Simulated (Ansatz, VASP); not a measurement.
## Two plane-wave programs on P

```
CELL_PARAMETERS angstrom
0.00000 2.65665 2.65665
2.65665 0.00000 2.65665
2.65665 2.65665 0.00000
ATOMIC_POSITIONS crystal
P 0.87500 0.87500 0.87500
P 0.12500 0.12500 0.12500
```

Alike in both runs: task relaxation of cell and atoms; functional LDA; k mesh 12 × 12 × 12; occupations fermi-dirac, width 0.1 eV; no spin polarisation.

|  | VASP | Ansatz |
| --- | --- | --- |
| version | VASP 6.6.1 | Ansatz 0.2.0 |
| potentials or method | VASP PAW LDA potentials, release 64 (P) | PAW with Ansatz's default frozen-core files, scalar-relativistic |
| plane-wave cutoff (eV) | 600 | 420 |
| valence electrons in the cell | 10 | 10 |

Ansatz gave:

| Item | Value |
| --- | --- |
| relaxed volume (Å³/atom) | 19.15 |
| relaxed length of the cell vector where the two differ most in proportion (Å) | 3.784 |

Q: Which values does VASP return?

A: Relaxed volume (Å³/atom): 19.13; relaxed length of the cell vector where the two differ most in proportion (Å): 3.782.

LDA's correlation is that of Perdew and Zunger in VASP and of Perdew and Wang (1992) in Ansatz.
